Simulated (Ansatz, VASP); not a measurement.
Two plane-wave programs on Mg

The input INCAR:

```
PREC     = Accurate       # precision mode
ENCUT    = 520            # plane-wave cutoff, eV
EDIFF    = 1E-6           # SCF threshold, eV
ISMEAR   = 0              # smearing method
SIGMA    = 0.15           # smearing width, eV
LREAL    = F              # projectors in reciprocal space
LASPH    = T              # aspherical terms in the spheres
NELM     = 100            # most SCF steps
ALGO     = Fast           # electronic algorithm
ISIF     = 2              # what is computed and relaxed
LWAVE    = F              # write WAVECAR
LCHARG   = T              # write CHGCAR
GGA      = PE             # functional
LELF     = T              # ELF
LVHAR    = T            
NBANDS   = 7              # bands
```

KPOINTS

```
Automatic mesh
0
Gamma
  18 18 18
```

Contents of POSCAR:

```
Mg
1.0
   -1.7927500000      1.7927500000      1.5685000000
    1.7927500000     -1.7927500000      1.5685000000
    1.7927500000      1.7927500000     -1.5685000000
Mg
1
Direct
    0.0000000000      0.0000000000      0.0000000000
```

Input for Ansatz:

```yaml
crystal:
  lattice:
    - [-1.79275, 1.79275, 1.5685]
    - [1.79275, -1.79275, 1.5685]
    - [1.79275, 1.79275, -1.5685]
  atoms:
    - { symbol: Mg, position: [0.0, 0.0, 0.0] }
basis:
  ecutwfc: 520.0
kpoints:
  mp_grid: { grid: [18, 18, 18] }
hamiltonian:
  xc: pbe
  pseudopotentials: { kind: paw }
scf:
  occupations: { method: gaussian, width: 0.15 }
output:
  forces: true
  stress: true
  eigenvalues: true
  write_density: true
  write_potential: true
  elf: true
  volumetric_format: npy
```

Alike in both runs: task single point; functional PBE; k mesh 18 × 18 × 18; occupations gaussian, width 0.15 eV; no spin polarisation.

|  | VASP | Ansatz |
| --- | --- | --- |
| version | VASP 6.6.1 | Ansatz 0.2.0 |
| potentials or method | VASP PAW PBE potentials, release 64 (Mg), cutoff 520 eV | scalar-relativistic, plane waves, PAW |
| valence electrons in the cell | 2 | 10 |

VASP gave:

```
gap on the k mesh at the Fermi level (eV)                     : none
pressure (GPa)                                                : 6.1
traceless stress, the component that is largest in VASP (GPa) : 1.28
```

**Question.** What did Ansatz give for the same quantities?

**Answer.** gap on the k mesh at the Fermi level (eV): none; pressure (GPa): 6.2; traceless stress, the component that is largest in VASP (GPa): 1.27.

A gap of «none» marks a metal or a gap that the smearing closes. With one functional, cell and mesh, what is left measures potentials, basis and numerics. VASP's potentials hold 2 valence electrons a cell and Ansatz's 10, so a difference there can come from the potentials and not from the codes.
